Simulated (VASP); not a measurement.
# Te2Mo (P-3m1) in VASP: a series of runs

Runs on Te2Mo. Level: PBE+U. Tasks: single point.

Program: VASP 6.6.1. These are calculated values, not measurements. Logs are shortened: lines on timing, memory, paths and dates and some standing lists are left out, and cuts for length are marked.

## (1) The cell of the first run

The structure is trigonal, space group P-3m1 (No. 164). The conventional cell has a = 4.020 Å, b = 4.020 Å, c = 6.485 Å, α = 90.00°, β = 90.00°, γ = 120.00°. Within 3.7 Å of Mo (site symmetry -3m) lie 6 Te at 2.84 Å. Te (site symmetry 3m) has 3 Mo at 2.84 Å within 3.7 Å.

## (2) Single point, PBE+U, collinear spin, ferromagnetic start

File INCAR:

```
PREC = Accurate
ENCUT = 500
EDIFF = 1E-6
ISMEAR = 0
SIGMA = 0.05
LREAL = False
LASPH = True
NELM = 200
ALGO = Normal
ISIF = 2
LWAVE = False
LCHARG = False
ISPIN = 2
MAGMOM = 2 0 0
LORBIT = 11
LMAXMIX = 4
LDAU = True
LDAUTYPE = 1
LDAUL = 2 -1
LDAUU = 4 0
LDAUJ = 0.5 0
LDAUPRINT = 1
GGA = PE
NBANDS = 24
GGA_COMPAT = False
```

File KPOINTS:

```
Automatic mesh
0
Gamma
  6 6 3
```

File POSCAR:

```
Te2Mo
1.0
    4.0201319500      0.0000000000      0.0000000000
   -2.0100659700      3.4815363900      0.0000000000
    0.0000000000      0.0000000000      6.4853072000
Mo Te
1 2
Direct
    0.0000000000      0.0000000000      0.0000000000
    0.3333333333      0.6666666667      0.2520000000
    0.6666666667      0.3333333333      0.7480000000
```

Potentials or basis: VASP PAW PBE potentials, release 64 (Mo_sv, Te).

Launch:

```
$ cat potpaw_PBE.64/Mo_sv/POTCAR potpaw_PBE.64/Te/POTCAR > POTCAR
$ mpirun -np 1 vasp_std > vasp.out
```

OUTCAR:

```text
PREC = Accurate
   ENCUT = 500
   EDIFF = 1E-6
   ISMEAR = 0
   LREAL = False
   LASPH = True
   NELM = 200
   ISIF = 2
   ISPIN = 2
   LORBIT = 11
   GGA = PE

 ion  position               nearest neighbor table
   1  0.000  0.000  0.000-   2 2.84   3 2.84   3 2.84   2 2.84   3 2.84   2 2.84
   2  0.333  0.667  0.252-   1 2.84   1 2.84   1 2.84
   3  0.667  0.333  0.748-   1 2.84   1 2.84   1 2.84

  LATTYP: Found a hexagonal cell.
 ALAT       =     4.0201319500
 C/A-ratio  =     1.6132075466

  Lattice vectors:

 A1 = (   4.0201319500,   0.0000000000,   0.0000000000)
 A2 = (  -2.0100659700,   3.4815363900,   0.0000000000)
 A3 = (   0.0000000000,   0.0000000000,   6.4853072000)

Analysis of symmetry for initial positions (statically):
=====================================================================
 Subroutine PRICEL returns:
 Original cell was already a primitive cell.

 Routine SETGRP: Setting up the symmetry group for a
 hexagonal supercell.

 Subroutine GETGRP returns: Found 12 space group operations
 (whereof 12 operations were pure point group operations)
 out of a pool of 24 trial point group operations.

The static configuration has the point symmetry D_3d.

Analysis of symmetry for dynamics (positions and initial velocities):
=====================================================================
 Subroutine PRICEL returns:
 Original cell was already a primitive cell.

 Routine SETGRP: Setting up the symmetry group for a
 hexagonal supercell.

 Subroutine GETGRP returns: Found 12 space group operations
 (whereof 12 operations were pure point group operations)
 out of a pool of 24 trial point group operations.

The dynamic configuration has the point symmetry D_3d.

Analysis of structural, dynamic, and magnetic symmetry:
=====================================================================
 Subroutine PRICEL returns:
 Original cell was already a primitive cell.

 Routine SETGRP: Setting up the symmetry group for a
 hexagonal supercell.

 Subroutine GETGRP returns: Found 12 space group operations
 (whereof 12 operations were pure point group operations)
 out of a pool of 24 trial point group operations.

The overall configuration has the point symmetry D_3d.

 Subroutine INISYM returns: Found 12 space group operations
 (whereof 12 operations are pure point group operations),
 and found     1 'primitive' translations

----------------------------------------------------------------------------------------

                                     Primitive cell

  volume of cell :      90.7699

  direct lattice vectors                    reciprocal lattice vectors
     4.020131950  0.000000000  0.000000000     0.248748054  0.143614756  0.000000000
    -2.010065970  3.481536390  0.000000000     0.000000000  0.287229512  0.000000000
     0.000000000  0.000000000  6.485307200     0.000000000  0.000000000  0.154194700

  length of vectors
     4.020131950  4.020131943  6.485307200     0.287229512  0.287229512  0.154194700

  position of ions in fractional coordinates (direct lattice)
     0.000000000  0.000000000  0.000000000
     0.333333333  0.666666667  0.252000000
     0.666666667  0.333333333  0.748000000

  ion indices of the primitive-cell ions
   primitive index   ion index
                 1           1
                 2           2
                 3           3

----------------------------------------------------------------------------------------

 KPOINTS: Automatic mesh

Automatic generation of k-mesh.
 Grid dimensions read from file:
 generate k-points for:    6    6    3

 Generating k-lattice:

[... 67 lines left out ...]
   EFERMI =   0.00;   METHOD = LEGACY
   ISMEAR =     0;   SIGMA  =   0.05  broadening in eV -4-tet -1-fermi 0-gaus
   EFERMI_NEDOS =   21; number of points for ismear=-14 and -15
   IALGO  =     38    algorithm
   IMIX   =      4    mixing-type and parameters
     AMIX     =   0.40;   BMIX     =  1.00
     AMIX_MAG =   1.60;   BMIX_MAG =  1.00
  volume/ion in A,a.u.               =      30.26       204.18
  Fermi-wavevector in a.u.,A,eV,Ry     =   1.079159  2.039314 15.845123  1.164584
  Thomas-Fermi vector in A             =   2.215116
   LORBIT       =     11    0 simple, 1 ext, 2 COOP (PROOUT), +10 PAW based schemes
 LDA+U is selected, type is set to LDAUTYPE =  1
   angular momentum for each species LDAUL =     2   -1
   U (eV)           for each species LDAUU =   4.0  0.0
   J (eV)           for each species LDAUJ =   0.5  0.0
   GGA     = PE    functional components
   LHFCALC =     F    Hartree Fock is set to
   AEXX    =    0.0000 exact exchange contribution
   IVDW    =     0    specifies the selected vdW correction
   LEPSILON=     F    determine dielectric tensor
   LRPA    =     F    only Hartree local field effects (RPA)
 spin polarized calculation
 Gauss-broadening in eV      SIGMA  =   0.05
  energy-cutoff  :      500.00
  volume of cell :       90.77
 maximum number of plane-waves:      2340
 NGX is ok and might be reduce to    30
   NGX = 15   NGY = 15   NGZ = 23

atom =   1  type =  1  l = 2

 onsite density matrix

spin component  1

  0.6751 -0.0000 -0.0000  0.1670 -0.0000
 -0.0000  0.5127 -0.0000  0.0000  0.1670
 -0.0000 -0.0000  0.7944 -0.0000 -0.0000
  0.1670  0.0000 -0.0000  0.5127  0.0000
 -0.0000  0.1670 -0.0000  0.0000  0.6751

spin component  2

  0.1182  0.0000 -0.0000 -0.1025 -0.0000
  0.0000  0.1974  0.0000  0.0000 -0.1025
 -0.0000  0.0000  0.0471  0.0000 -0.0000
 -0.1025  0.0000  0.0000  0.1974 -0.0000
 -0.0000 -0.1025 -0.0000 -0.0000  0.1182

 occupancies and eigenvectors

  o =  0.0471  v =  0.0000  0.0000  0.0000  0.0000  0.0000 -0.0000 -0.0000 -1.0000 -0.0000 -0.0000      0.0000  0.0000  0.0000  0.0000  0.0000  0.0000  0.0000  0.0000  0.0000  0.0000
  o =  0.0480  v =  0.0000  0.0000  0.0000  0.0000  0.0000 -0.3057  0.5252 -0.0000 -0.2096  0.7660      0.0000  0.0000  0.0000  0.0000  0.0000  0.0000  0.0000  0.0000  0.0000  0.0000
  o =  0.0480  v =  0.0000  0.0000  0.0000  0.0000  0.0000 -0.7660 -0.2096  0.0000 -0.5252 -0.3057      0.0000  0.0000  0.0000  0.0000  0.0000  0.0000  0.0000  0.0000  0.0000  0.0000
  o =  0.2677  v =  0.0000  0.0000  0.0000  0.0000  0.0000  0.2096  0.7660  0.0000 -0.3057 -0.5252      0.0000  0.0000  0.0000  0.0000  0.0000  0.0000  0.0000  0.0000  0.0000  0.0000
  o =  0.2677  v =  0.0000  0.0000  0.0000  0.0000  0.0000 -0.5252  0.3057  0.0000  0.7660 -0.2096      0.0000  0.0000  0.0000  0.0000  0.0000  0.0000  0.0000  0.0000  0.0000  0.0000
  o =  0.4082  v = -0.1966 -0.7874  0.0000  0.3143  0.4926  0.0000  0.0000  0.0000  0.0000  0.0000      0.0000  0.0000  0.0000  0.0000  0.0000  0.0000  0.0000  0.0000  0.0000  0.0000
  o =  0.4082  v = -0.4926  0.3143 -0.0000  0.7874 -0.1966  0.0000  0.0000  0.0000  0.0000  0.0000      0.0000  0.0000  0.0000  0.0000  0.0000  0.0000  0.0000  0.0000  0.0000  0.0000
  o =  0.7796  v =  0.3143 -0.4926 -0.0000  0.1966 -0.7874  0.0000  0.0000  0.0000  0.0000  0.0000      0.0000  0.0000  0.0000  0.0000  0.0000  0.0000  0.0000  0.0000  0.0000  0.0000
  o =  0.7796  v =  0.7874  0.1966  0.0000  0.4926  0.3143  0.0000  0.0000  0.0000  0.0000  0.0000      0.0000  0.0000  0.0000  0.0000  0.0000  0.0000  0.0000  0.0000  0.0000  0.0000
  o =  0.7944  v = -0.0000 -0.0000  1.0000 -0.0000 -0.0000  0.0000  0.0000  0.0000  0.0000  0.0000      0.0000  0.0000  0.0000  0.0000  0.0000  0.0000  0.0000  0.0000  0.0000  0.0000

 number of electron      25.9999998 magnetization       2.3364851

 Free energy of the ion-electron system (eV)
  ---------------------------------------------------
  ext. energy  EPLUGINS =         0.00000000
  ---------------------------------------------------
  free energy    TOTEN  =       -14.04241879 eV

  energy without entropy =      -14.03943298  energy(sigma->0) =      -14.04092589

 E-fermi :   5.5680     XC(G=0):  -9.4990

 val. band max:        5.5509712490   @ k =  -0.1667   0.5000   0.3333
 cond. band min:       5.5951186891   @ k =   0.0000   0.1667   0.3333
 fundamental gap:      0.0441474402
 Fermi energy:         5.5680496479

 spin component 1

 k-point     1 :       0.0000    0.0000    0.0000
  band No.  band energies     occupation
      1     -55.8076      1.00000
      2     -29.9859      1.00000
      3     -29.9652      1.00000
      4     -29.9652      1.00000
      5      -5.9986      1.00000
      6      -4.5048      1.00000
[... 448 lines left out ...]
     23      15.3168      0.00000
     24      15.3168      0.00000
 Fermi energy:         5.5680496479

 spin component 2

 k-point     1 :       0.0000    0.0000    0.0000
  band No.  band energies     occupation
      1     -54.1863      1.00000
      2     -28.2062      1.00000
      3     -28.1485      1.00000
      4     -28.1485      1.00000
      5      -6.0720      1.00000
      6      -4.6748      1.00000
[... 448 lines left out ...]
     23      15.3799      0.00000
     24      15.4114      0.00000

------------------------ aborting loop because EDIFF is reached ----------------------------------------

  FORCE on cell =-STRESS in cart. coord.  units (eV):
  Direction    XX          YY          ZZ          XY          YZ          ZX
  --------------------------------------------------------------------------------------
  -------------------------------------------------------------------------------------
  Total       -0.3022054     -0.3022054     -0.1485439     -0.0000000     -0.0000000     -0.0000000
  in kB       -5.3342208     -5.3342208     -2.6219454     -0.0000000     -0.0000000     -0.0000000
  external PRESSURE =      -4.4301290 kB  Pullay stress =       0.0000000 kB

 VOLUME and BASIS-vectors are now :
 -----------------------------------------------------------------------------
  energy-cutoff  :      500.00
  volume of cell :       90.77
      direct lattice vectors                 reciprocal lattice vectors
     4.020131950  0.000000000  0.000000000     0.248748054  0.143614756  0.000000000
    -2.010065970  3.481536390  0.000000000     0.000000000  0.287229512  0.000000000
     0.000000000  0.000000000  6.485307200     0.000000000  0.000000000  0.154194700

 POSITION                                       TOTAL-FORCE (eV/Angst)
 -----------------------------------------------------------------------------------
      0.00000      0.00000      0.00000        -0.000000      0.000000      0.000000
      0.00000      2.32102      1.63430        -0.000000      0.000000      0.112909
      2.01007      1.16051      4.85101         0.000000      0.000000     -0.112909
 -----------------------------------------------------------------------------------
    total drift:                                0.000000      0.000000     -0.000000

  FREE ENERGIE OF THE ION-ELECTRON SYSTEM (eV)
  ---------------------------------------------------
  free  energy   TOTEN  =       -14.0424187907 eV

  energy  without entropy=      -14.0394329795  energy(sigma->0) =      -14.04092589

 total charge

# of ion       s       p       d       tot
------------------------------------------
    1        2.260   6.108   3.809  12.177
    2        1.380   1.966   0.033   3.379
    3        1.380   1.966   0.033   3.379
--------------------------------------------------
tot          5.021  10.040   3.875  18.935

 magnetization (x)

# of ion       s       p       d       tot
------------------------------------------
    1        0.053   0.019   2.473   2.545
    2       -0.004  -0.174   0.007  -0.171
    3       -0.004  -0.174   0.007  -0.171
--------------------------------------------------
tot          0.045  -0.329   2.487   2.203
```

Run time: 76 s. Hardware: 1 thread of Intel Xeon Platinum 8259CL at 2.50GHz (Skylake/Cascade Lake), shared host; peak memory 0.25 GiB.

Results:

* Free energy: -14.0424 eV
* Pressure: -0.4 GPa
* Largest force: 0.113 eV/Å
* Net moment: 2.34 μB per cell
* Site moments: Mo +2.54; Te -0.17 μB
* Valence electrons inside the program's atomic spheres: Mo 12.18; Te 3.38

Forces on the atoms (eV/Å):
```
Mo   0.000  0.000  0.000
Te   0.000  0.000  0.113
Te   0.000  0.000 -0.113
```

Levels at points of the mesh, in eV from the Fermi level:
Spin up:
```tsv
k point	band 10	band 11	band 12	band 13	band 14	band 15	band 16	band 17	band 18	band 19
(0.00, 0.00, 0.00)	-1.50	-1.50	-1.31	0.83	0.83	1.03	3.21	3.21	4.69	5.21
(0.50, 0.00, 0.00)	-2.43	-1.96	-1.18	-1.15	-1.02	-0.76	2.65	3.61	5.43	5.56
```
Spin down:
```
           k point  band 10  band 11  band 12  band 13  band 14  band 15
(0.00, 0.00, 0.00)     0.66     0.66     0.85     2.01     2.01     2.41
(0.50, 0.00, 0.00)    -1.82    -1.69    -1.09     1.48     3.10     3.16
```

Eigenvalues of the final occupation matrices:
```
    site  spin  trace               eigenvalues
site 1 d     1   3.17  0.41 0.41 0.78 0.78 0.79
site 1 d     2   0.68  0.05 0.05 0.05 0.27 0.27
```

Caveat: spin-orbit coupling is left out, which moves the levels of the heavy elements; this functional lacks dispersion, which binds the layers, so the pressure and a relaxed spacing across them are unreliable; the U is typed as a test and isn't derived for this compound. The state reached can hang on the start; a lower one may exist.

## (3) Single point, PBE+U, collinear spin, ferrimagnetic start

File INCAR:

```
ALGO = Normal
EDIFF = 1E-6
ENCUT = 500
GGA = PE
GGA_COMPAT = False
ISIF = 2
ISMEAR = 0
ISPIN = 2
LASPH = True
LCHARG = False
LDAU = True
LDAUJ = 0.5 0
LDAUL = 2 -1
LDAUPRINT = 1
LDAUTYPE = 1
LDAUU = 4 0
LMAXMIX = 4
LORBIT = 11
LREAL = False
LWAVE = False
MAGMOM = 2.63 -0.2 -0.2
NBANDS = 24
NELM = 200
PREC = Accurate
SIGMA = 0.05
```

File KPOINTS:

```
k-points
0
Gamma
  6 6 3
```

POSCAR is that of step 2.

Potentials or basis: VASP PAW PBE potentials, release 64 (Mo_sv, Te).

Launch:

```
$ cat potpaw_PBE.64/Mo_sv/POTCAR potpaw_PBE.64/Te/POTCAR > POTCAR
$ mpirun -np 1 vasp_std > vasp.out
```

OUTCAR:

```text
EDIFF = 1E-6
   ENCUT = 500
   GGA = PE
   ISIF = 2
   ISMEAR = 0
   ISPIN = 2
   LASPH = True
   LORBIT = 11
   LREAL = False
   NELM = 200
   PREC = Accurate

 ion  position               nearest neighbor table
   1  0.000  0.000  0.000-   2 2.84   3 2.84   3 2.84   2 2.84   3 2.84   2 2.84
   2  0.333  0.667  0.252-   1 2.84   1 2.84   1 2.84
   3  0.667  0.333  0.748-   1 2.84   1 2.84   1 2.84

  LATTYP: Found a hexagonal cell.
 ALAT       =     4.0201319500
 C/A-ratio  =     1.6132075466

  Lattice vectors:

 A1 = (   4.0201319500,   0.0000000000,   0.0000000000)
 A2 = (  -2.0100659700,   3.4815363900,   0.0000000000)
 A3 = (   0.0000000000,   0.0000000000,   6.4853072000)

Analysis of symmetry for initial positions (statically):
=====================================================================
 Subroutine PRICEL returns:
 Original cell was already a primitive cell.

[... 693 lines left out ...]
      6      -4.6748      1.00000
[... 448 lines left out ...]
     23      15.3799      0.00000
     24      15.4114      0.00000

------------------------ aborting loop because EDIFF is reached ----------------------------------------

  FORCE on cell =-STRESS in cart. coord.  units (eV):
  Direction    XX          YY          ZZ          XY          YZ          ZX
  --------------------------------------------------------------------------------------
  -------------------------------------------------------------------------------------
  Total       -0.3023128     -0.3023128     -0.1494817     -0.0000000     -0.0000000     -0.0000000
  in kB       -5.3361170     -5.3361170     -2.6384975     -0.0000000     -0.0000000     -0.0000000
  external PRESSURE =      -4.4369105 kB  Pullay stress =       0.0000000 kB

 VOLUME and BASIS-vectors are now :
 -----------------------------------------------------------------------------
  energy-cutoff  :      500.00
  volume of cell :       90.77
      direct lattice vectors                 reciprocal lattice vectors
     4.020131950  0.000000000  0.000000000     0.248748054  0.143614756  0.000000000
    -2.010065970  3.481536390  0.000000000     0.000000000  0.287229512  0.000000000
     0.000000000  0.000000000  6.485307200     0.000000000  0.000000000  0.154194700

 POSITION                                       TOTAL-FORCE (eV/Angst)
 -----------------------------------------------------------------------------------
      0.00000      0.00000      0.00000         0.000000      0.000000      0.000000
      0.00000      2.32102      1.63430        -0.000000      0.000000      0.112918
      2.01007      1.16051      4.85101         0.000000     -0.000000     -0.112918
 -----------------------------------------------------------------------------------
    total drift:                                0.000000      0.000000      0.000000

  FREE ENERGIE OF THE ION-ELECTRON SYSTEM (eV)
  ---------------------------------------------------
  free  energy   TOTEN  =       -14.0424187899 eV

  energy  without entropy=      -14.0394331810  energy(sigma->0) =      -14.04092599

 total charge

# of ion       s       p       d       tot
------------------------------------------
    1        2.260   6.108   3.809  12.177
    2        1.380   1.966   0.033   3.379
    3        1.380   1.966   0.033   3.379
--------------------------------------------------
tot          5.021  10.040   3.875  18.935

 magnetization (x)

# of ion       s       p       d       tot
------------------------------------------
    1        0.053   0.019   2.473   2.545
    2       -0.004  -0.174   0.007  -0.171
    3       -0.004  -0.174   0.007  -0.171
--------------------------------------------------
tot          0.045  -0.329   2.487   2.203
```

stdout:

```text
POSCAR found type information on POSCAR MoTe
 POSCAR found :  2 types and       3 ions
 scaLAPACK will be used
 LDA part: xc-table for (Slater+PW92), standard interpolation
 POSCAR, INCAR and KPOINTS ok, starting setup
 FFT: planning ... GRIDC
 FFT: planning ... GRID_SOFT
 FFT: planning ... GRID
 WAVECAR not read
 entering main loop
```

Wall time 79 s (1 thread of Intel Xeon Platinum 8259CL at 2.50GHz (Skylake/Cascade Lake), shared host); peak memory 0.26 GiB.

Results:

* Free energy: -14.0424 eV
* Pressure: -0.4 GPa
* Largest force: 0.113 eV/Å
* Net moment: 2.34 μB per cell
* Site moments: Mo +2.54; Te -0.17 μB
* Valence electrons inside the program's atomic spheres: Mo 12.18; Te 3.38

Forces on the atoms (eV/Å):
```
Mo   0.000  0.000  0.000
Te   0.000  0.000  0.113
Te   0.000  0.000 -0.113
```

Stress tensor (GPa, compression positive):
```
-0.53  0.00  0.00
 0.00 -0.53  0.00
 0.00  0.00 -0.26
```

Levels at points of the mesh, in eV from the Fermi level:
Spin up:
```
           k point  band 11  band 12  band 13  band 14  band 15  band 16  band 17  band 18
(0.00, 0.00, 0.00)    -1.50    -1.31     0.83     0.83     1.03     3.21     3.21     4.69
(0.50, 0.00, 0.00)    -1.96    -1.18    -1.15    -1.02    -0.76     2.65     3.61     5.43
```
Spin down:
```
           k point  band 10  band 11  band 12  band 13  band 14  band 15
(0.00, 0.00, 0.00)     0.66     0.66     0.85     2.01     2.01     2.41
(0.50, 0.00, 0.00)    -1.82    -1.69    -1.09     1.48     3.10     3.16
```

Eigenvalues of the final occupation matrices:
```tsv
site	spin	trace	eigenvalues
site 1 d	1	3.17	0.41 0.41 0.78 0.78 0.79
site 1 d	2	0.68	0.05 0.05 0.05 0.27 0.27
```

Caveat: spin-orbit coupling is left out, which moves the levels of the heavy elements; this functional lacks dispersion, which binds the layers, so the pressure and a relaxed spacing across them are unreliable; the U is typed as a test and isn't derived for this compound. The state reached can hang on the start; a lower one may exist.

[end of part 1 of 2]
